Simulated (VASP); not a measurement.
Here is a VASP 6.6.1 calculation.

The input POSCAR:

```
TiO2
1.0
    4.6540245660      0.0000000000      0.0000000000
    0.0000000000      4.6540245660      0.0000000000
    0.0000000000      0.0000000000      2.9679857400
Ti O
2 4
Direct
    0.0000000000      0.0000000000      0.0000000000
    0.5000000000      0.5000000000      0.5000000000
    0.3058030537      0.3058030537      0.0000000000
    0.1941969463      0.8058030537      0.5000000000
    0.6941969463      0.6941969463      0.0000000000
    0.8058030537      0.1941969463      0.5000000000
```

Contents of INCAR.step1:

```
SYSTEM = TiO2
PREC     = Accurate       ! precision mode
ENCUT    = 660            ! plane-wave cutoff, eV
ISMEAR   = 0              ! smearing method
SIGMA    = 0.02           ! smearing width, eV
LREAL    = .FALSE.        ! projectors in reciprocal space
LASPH    = .TRUE.         ! aspherical terms in the spheres
NELM     = 120            ! most SCF steps
NBANDS   = 33             ! bands
GGA      = PE             ! functional
ALGO     = Normal         ! electronic algorithm
EDIFF    = 1E-5           ! SCF threshold, eV
LWAVE    = .TRUE.         ! write WAVECAR
LCHARG   = .FALSE.        ! write CHGCAR
GGA_COMPAT= .FALSE.
```

The input INCAR.step2:

```
SYSTEM = TiO2
PREC     = Accurate       ! precision mode
ENCUT    = 660            ! plane-wave cutoff, eV
EDIFF    = 1E-6           ! SCF threshold, eV
ISMEAR   = 0              ! smearing method
SIGMA    = 0.02           ! smearing width, eV
LREAL    = .FALSE.        ! projectors in reciprocal space
LASPH    = .TRUE.         ! aspherical terms in the spheres
NELM     = 120            ! most SCF steps
ALGO     = Normal         ! electronic algorithm
ISIF     = 2              ! what is computed and relaxed
LWAVE    = .FALSE.        ! write WAVECAR
LCHARG   = .FALSE.        ! write CHGCAR
METAGGA  = R2SCAN         ! meta-GGA
LMIXTAU  = .TRUE.       
NBANDS   = 33             ! bands
ISTART   = 1            
GGA_COMPAT= .FALSE.
```

File KPOINTS:

```
Automatic mesh
0
G
  6 6 10
  0 0 0
```

Potentials or basis: VASP PAW PBE potentials, release 64 (Ti_sv, O).

Run with:

```sh
$ cat potpaw_PBE.64/Ti_sv/POTCAR potpaw_PBE.64/O/POTCAR > POTCAR
$ cp INCAR.step1 INCAR
$ mpirun -np 1 vasp_std > vasp.out
$ cp INCAR.step2 INCAR
$ mpirun -np 1 vasp_std > vasp.out
```

Q: Estimate the largest force.

A: 0.031 eV/Å.

Q: Estimate the band gap on the k mesh.

A: 2.21 eV, direct.

Q: Estimate the pressure.

A: -5.4 GPa.

Forces on the atoms (eV/Å):
```
Ti   0.000  0.000  0.000
Ti   0.000  0.000  0.000
O   -0.022 -0.022  0.000
O    0.022 -0.022  0.000
O    0.022  0.022  0.000
O   -0.022  0.022  0.000
```

Caveat: the PAW data sets were made with another functional, which shifts forces and pressure a little. A k mesh can miss the band edges.
